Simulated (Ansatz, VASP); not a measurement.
**PbF2 in VASP and in Ansatz**

The input INCAR:

```
SYSTEM = PbF2
PREC     = Accurate       ! precision mode
ENCUT    = 520            ! plane-wave cutoff, eV
EDIFF    = 1E-7           ! SCF threshold, eV
ISMEAR   = 0              ! smearing method
SIGMA    = 0.05           ! smearing width, eV
LREAL    = .False.        ! projectors in reciprocal space
LASPH    = .True.         ! aspherical terms in the spheres
NELM     = 100            ! most SCF steps
ALGO     = Normal         ! electronic algorithm
ISIF     = 2              ! what is computed and relaxed
LWAVE    = .False.        ! write WAVECAR
LCHARG   = .False.        ! write CHGCAR
GGA      = CA             ! functional
NBANDS   = 21             ! bands
```

Contents of KPOINTS:

```
Automatic mesh
0
Gamma
  10 10 10
  0 0 0
```

Contents of POSCAR:

```
PbF2
1.0
    2.1210841894      1.2246085277      3.4660246807
   -2.1210841894      1.2246085277      3.4660246807
    0.0000000000     -2.4492170554      3.4660246807
Pb F
1 2
Direct
    0.0000000000      0.0000000000      0.0000000000
    0.2499510902      0.2499510902      0.2499510902
    0.7500489098      0.7500489098      0.7500489098
```

Input for Ansatz:

```yaml
crystal:
  lattice:
    - [2.1210841894, 1.2246085277, 3.4660246807]
    - [-2.1210841894, 1.2246085277, 3.4660246807]
    - [0.0, -2.4492170554, 3.4660246807]
  atoms:
    - { symbol: Pb, position: [0.0, 0.0, 0.0] }
    - { symbol: F, position: [0.2499510902, 0.2499510902, 0.2499510902] }
    - { symbol: F, position: [0.7500489098, 0.7500489098, 0.7500489098] }
basis:
  ecutwfc: 420
  ecutrho_ratio: 4
kpoints:
  mp_grid: { grid: [10, 10, 10] }
hamiltonian:
  xc: lda
scf:
  occupations: { method: gaussian, width: 0.05 }
output:
  forces: true
  stress: true
  eigenvalues: true
  populations: true
```

Alike in both runs: task single point; functional LDA; k mesh 10 × 10 × 10; occupations gaussian, width 0.05 eV; no spin polarisation.

|  | VASP | Ansatz |
| --- | --- | --- |
| version | VASP 6.6.1 | Ansatz 0.2.0 |
| potentials or method | VASP PAW LDA potentials, release 64 (Pb_d, F), cutoff 520 eV | scalar-relativistic, plane waves, PAW |
| valence electrons in the cell | 28 | 28 |

|  | VASP | Ansatz | Ansatz less VASP |
| --- | --- | --- | --- |
| gap on the k mesh at the Fermi level (eV) | 4.22 | 4.26 | +0.035 |
| least direct gap on the mesh (eV) | 4.38 | 4.41 | +0.038 |
| pressure (GPa) | -6.7 | -6.7 | +0.03 |

LDA's correlation is that of Perdew and Zunger in VASP and of Perdew and Wang (1992) in Ansatz.

Spin-orbit coupling is off throughout.
